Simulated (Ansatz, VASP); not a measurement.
**Two plane-wave programs on CO2**

Contents of INCAR:

```
SYSTEM = CO2
PREC = Accurate
ENCUT = 910
EDIFF = 1E-6
ISMEAR = -1
SIGMA = 0.02
LREAL = .False.
LASPH = .True.
NELM = 120
ALGO = Normal
ISIF = 2
LWAVE = .False.
LCHARG = .False.
GGA = PE
NBANDS = 25
GGA_COMPAT = .False.
```

KPOINTS

```
Automatic mesh
0
Gamma
  10 10 10
  0 0 0
```

Contents of POSCAR:

```
CO2
1.0
   -1.9548127153      1.9548127153      2.9673315043
    1.9548127153     -1.9548127153      2.9673315043
    1.9548127153      1.9548127153     -2.9673315043
C O
2 4
Direct
    0.0000000000      0.0000000000      0.0000000000
    0.7500000000      0.2500000000      0.5000000000
    0.3750000000      0.2923507872      0.4173507872
    0.7076492128      0.1250000000      0.0826492128
    0.8750000000      0.9576492128      0.5826492128
    0.0423507872      0.6250000000      0.9173507872
```

Input for Ansatz:

```yaml
crystal:
  lattice:
    - [-1.9548127153, 1.9548127153, 2.9673315043]
    - [1.9548127153, -1.9548127153, 2.9673315043]
    - [1.9548127153, 1.9548127153, -2.9673315043]
  atoms:
    - { symbol: C, position: [0.0, 0.0, 0.0] }
    - { symbol: C, position: [0.75, 0.25, 0.5] }
    - { symbol: O, position: [0.375, 0.2923507872, 0.4173507872] }
    - { symbol: O, position: [0.7076492128, 0.125, 0.0826492128] }
    - { symbol: O, position: [0.875, 0.9576492128, 0.5826492128] }
    - { symbol: O, position: [0.0423507872, 0.625, 0.9173507872] }
kpoints:
  mp_grid: { grid: [10, 10, 10] }
  band_path:
    path:
      - [[0.0, 0.0, 0.0], [-1.170486125498e-17, 1.170486125498e-17, 0.5], [0.25, 0.25, 0.25], [1.143618701531e-17, 0.5, -1.143618701531e-17], [0.0, 0.0, 0.0], [0.5, 0.5, -0.5], [0.3584971134941, 0.6415028865059, -0.3584971134941]]
      - [[-0.3584971134941, 0.3584971134941, 0.3584971134941], [0.0, 0.0, 0.0]]
      - [[-1.170486125498e-17, 1.170486125498e-17, 0.5], [-0.2169942269882, 0.2169942269882, 0.5]]
      - [[0.5, 0.5, -0.2169942269882], [0.5, 0.5, -0.5]]
    npoints: 10
hamiltonian:
  xc: pbe
scf:
  occupations: { method: fermi_dirac, width: 0.02 }
  n_extra_bands: 5
output:
  forces: true
  stress: true
  eigenvalues: true
```

Alike in both runs: task single point; functional PBE; k mesh 10 × 10 × 10; occupations fermi-dirac, width 0.02 eV; no spin polarisation.

```csv
,VASP,Ansatz
version,VASP 6.6.1,Ansatz 0.2.0
potentials or method,"VASP PAW PBE potentials, release 64 (C_h, O_h)","plane waves, PAW"
plane-wave cutoff (eV),910,420
valence electrons in the cell,32,32
```

|  | VASP | Ansatz | Ansatz less VASP |
| --- | --- | --- | --- |
| gap on the k mesh at the Fermi level (eV) | 7.79 | 7.81 | +0.014 |
| rms of the force components (eV/Å) | 0.127 | 0.123 | -0.0041 |

Atom by atom the forces differ by 0.004 eV/Å (rms over components).

Noted on VASP's run: the cutoff is short for stress, so the pressure is rough.
